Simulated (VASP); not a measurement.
Write the native input for VASP 6.6.1 that does the following.

```yaml
Task: single point
Functional: PBE
Potentials_or_basis: VASP PAW PBE potentials, release 64 (Cr_pv)
Cutoff: 520 eV
k_mesh: 11 × 11 × 6
Occupations: fermi-dirac, width 0.05 eV
Spin: no spin polarisation
Dipole_correction: no
Further_INCAR_settings: ALGO = Fast; EDIFF = 1e-06; NBANDS = 19
```

The structure of Cr lies in POSCAR:

```
Cr
1.0
    2.7140000000      0.0000000000      0.0000000000
   -1.3570000000      2.3503929459      0.0000000000
    0.0000000000      0.0000000000      4.4100000000
Cr
2
Direct
    0.6666666667      0.3333333333      0.7500000000
    0.3333333333      0.6666666667      0.2500000000
```

One way to write it, as run:

INCAR

```
SYSTEM = Cr
PREC     = Accurate       ! precision mode
ENCUT    = 520            ! plane-wave cutoff, eV
EDIFF    = 1E-6           ! SCF threshold, eV
ISMEAR   = -1             ! smearing method
SIGMA    = 0.05           ! smearing width, eV
LREAL    = .FALSE.        ! projectors in reciprocal space
LASPH    = .TRUE.         ! aspherical terms in the spheres
NELM     = 60             ! most SCF steps
ALGO     = Fast           ! electronic algorithm
ISIF     = 2              ! what is computed and relaxed
LWAVE    = .FALSE.        ! write WAVECAR
LCHARG   = .TRUE.         ! write CHGCAR
GGA      = PE             ! functional
LELF     = .TRUE.         ! ELF
LVHAR    = .TRUE.       
NBANDS   = 19             ! bands
```

KPOINTS

```
regular mesh
0
G
  11 11 6
  0 0 0
```

Potentials or basis: VASP PAW PBE potentials, release 64 (Cr_pv).

The run is started by

```sh
$ cat potpaw_PBE.64/Cr_pv/POTCAR > POTCAR
$ mpirun -np 1 vasp_std > vasp.out
```

It gave:

* Pressure: -27.6 GPa
* Band gap on the k mesh: zero (band 12 reaches 8.90 eV, above the bottom of band 13 at 7.91 eV)

Caveat: the run has no spin polarisation, though such a crystal can be magnetic.

Run time: 23 s on 1 thread of Intel(R) Xeon(R) Platinum 8559C (Emerald Rapids) (shared host), peak memory 0.15 GiB.
